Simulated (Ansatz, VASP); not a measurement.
**One calculation of AgCl, two programs**

Contents of INCAR:

```
ALGO = Normal
EDIFF = 1E-7
ENCUT = 520
GGA = PS
ISIF = 2
ISMEAR = -1
LASPH = True
LCHARG = True
LELF = True
LREAL = False
LVHAR = True
LWAVE = False
NBANDS = 16
NELM = 60
PREC = Accurate
SIGMA = 0.01
```

KPOINTS

```
k-points
0
Gamma
  9 9 9
```

POSCAR

```
AgCl
1.0
    3.3309538100      0.0000000000      0.0000000000
    0.0000000000      3.3309538100      0.0000000000
    0.0000000000      0.0000000000      3.4339730000
Ag Cl
1 1
Direct
    0.0000000000      0.0000000000      0.0000000000
    0.5000000000      0.5000000000      0.5000000000
```

Input for Ansatz:

```yaml
crystal:
  lattice:
    - [3.33095381, 0.0, 0.0]
    - [0.0, 3.33095381, 0.0]
    - [0.0, 0.0, 3.433973]
  atoms:
    - { symbol: Ag, position: [0.0, 0.0, 0.0] }
    - { symbol: Cl, position: [0.5, 0.5, 0.5] }
kpoints:
  mp_grid: { grid: [9, 9, 9] }
  band_path:
    path:
      - [0.0, 0.0, 0.0]
      - [0.0, 0.5, 0.0]
      - [0.5, 0.5, 0.0]
      - [0.0, 0.0, 0.0]
      - [0.0, 0.0, 0.5]
      - [0.0, 0.5, 0.5]
      - [0.5, 0.5, 0.5]
      - [0.0, 0.0, 0.5]
      - [0.0, 0.5, 0.0]
    npoints: 5
scf:
  occupations: { method: fermi_dirac, width: 0.01 }
hamiltonian:
  xc: pbesol
  pseudopotentials: { kind: all_electron, lapw: { basis_error: 0.001 } }
output:
  forces: true
  stress: true
  eigenvalues: true
```

Change from the starting cell: equal xx and yy strain of -3 %.

Alike in both runs: task single point; functional PBEsol; k mesh 9 × 9 × 9; occupations fermi-dirac, width 0.01 eV; no spin polarisation.

|  | VASP | Ansatz |
| --- | --- | --- |
| version | VASP 6.6.1 | Ansatz 0.2.0 |
| potentials or method | VASP PAW PBE potentials, release 64 (Ag, Cl), cutoff 520 eV | all-electron LAPW, scalar-relativistic |

Ansatz gave:

* gap on the k mesh at the Fermi level (eV): 0.43
* pressure (GPa): -1.8
* traceless stress, the component that is largest in VASP (GPa): -1.01

Question: What did VASP give for the same quantities?

Answer: gap on the k mesh at the Fermi level (eV): 0.43; pressure (GPa): -1.9; traceless stress, the component that is largest in VASP (GPa): -1.01.

VASP's potentials were made for PBE, not for PBEsol. Ansatz ran all-electron here, and VASP with PAW potentials.
